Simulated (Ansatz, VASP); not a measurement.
**Two plane-wave programs on LiNbO3**

Contents of INCAR:

```
SYSTEM = LiNbO3
  PREC = Accurate
  ENCUT = 520
  EDIFF = 1E-6
  ISMEAR = 0
  SIGMA = 0.05
  LREAL = .False.
  LASPH = .True.
  NELM = 100
  ALGO = Normal
  ISIF = 2
  LWAVE = .False.
  LCHARG = .True.
  GGA = PE
  LELF = .True.
  LVHAR = .True.
  NBANDS = 45
```

Contents of KPOINTS:

```
regular mesh
0
Gamma
  6 6 6
  0 0 0
```

Contents of POSCAR:

```
LiNbO3
1.0
    2.6115267350      1.5077656635      4.5984740720
   -2.6115267350      1.5077656635      4.5984740720
    0.0000000000     -3.0155313268      4.5984740721
Li Nb O
2 2 6
Direct
    0.2500000000      0.2500000000      0.2500000000
    0.7500000000      0.7500000000      0.7500000000
    0.0000000000      0.0000000000      0.0000000000
    0.5000000000      0.5000000000      0.5000000000
    0.1207624291      0.3792375709      0.7500000000
    0.7500000000      0.1207624291      0.3792375709
    0.3792375709      0.7500000000      0.1207624291
    0.8792375709      0.6207624291      0.2500000000
    0.2500000000      0.8792375709      0.6207624291
    0.6207624291      0.2500000000      0.8792375709
```

Input for Ansatz:

```yaml
crystal:
  lattice:
    - [2.611526735, 1.5077656635, 4.598474072]
    - [-2.611526735, 1.5077656635, 4.598474072]
    - [0.0, -3.0155313268, 4.5984740721]
  atoms:
    - { symbol: Li, position: [0.25, 0.25, 0.25] }
    - { symbol: Li, position: [0.75, 0.75, 0.75] }
    - { symbol: Nb, position: [0.0, 0.0, 0.0] }
    - { symbol: Nb, position: [0.5, 0.5, 0.5] }
    - { symbol: O, position: [0.1207624291, 0.3792375709, 0.75] }
    - { symbol: O, position: [0.75, 0.1207624291, 0.3792375709] }
    - { symbol: O, position: [0.3792375709, 0.75, 0.1207624291] }
    - { symbol: O, position: [0.8792375709, 0.6207624291, 0.25] }
    - { symbol: O, position: [0.25, 0.8792375709, 0.6207624291] }
    - { symbol: O, position: [0.6207624291, 0.25, 0.8792375709] }
basis:
  ecutwfc: 520.0
kpoints:
  mp_grid: { grid: [6, 6, 6] }
hamiltonian:
  xc: pbe
  pseudopotentials: { kind: paw, azcp: { folder: soft_1 } }
scf:
  occupations: { method: gaussian, width: 0.05 }
output:
  forces: true
  stress: true
  eigenvalues: true
```

Alike in both runs: task single point; functional PBE; k mesh 6 × 6 × 6; occupations gaussian, width 0.05 eV; no spin polarisation.

|  | VASP | Ansatz |
| --- | --- | --- |
| version | VASP 6.6.1 | Ansatz 0.2.0 |
| potentials or method | VASP PAW PBE potentials, release 64 (Li_sv, Nb_sv, O), cutoff 520 eV | scalar-relativistic, plane waves, PAW |
| valence electrons in the cell | 68 | 68 |

|  | VASP | Ansatz | Ansatz less VASP |
| --- | --- | --- | --- |
| gap on the k mesh at the Fermi level (eV) | 2.46 | 2.47 | +0.012 |
| least direct gap on the mesh (eV) | 2.52 | 2.54 | +0.012 |
| rms of the force components (eV/Å) | 0.204 | 0.194 | -0.0106 |

Atom by atom the forces differ by 0.011 eV/Å (rms over components). The functional is the same, so the differences come from potentials, cutoffs and numerics.

Noted on VASP's run: the cutoff is short for stress, so the pressure is rough.
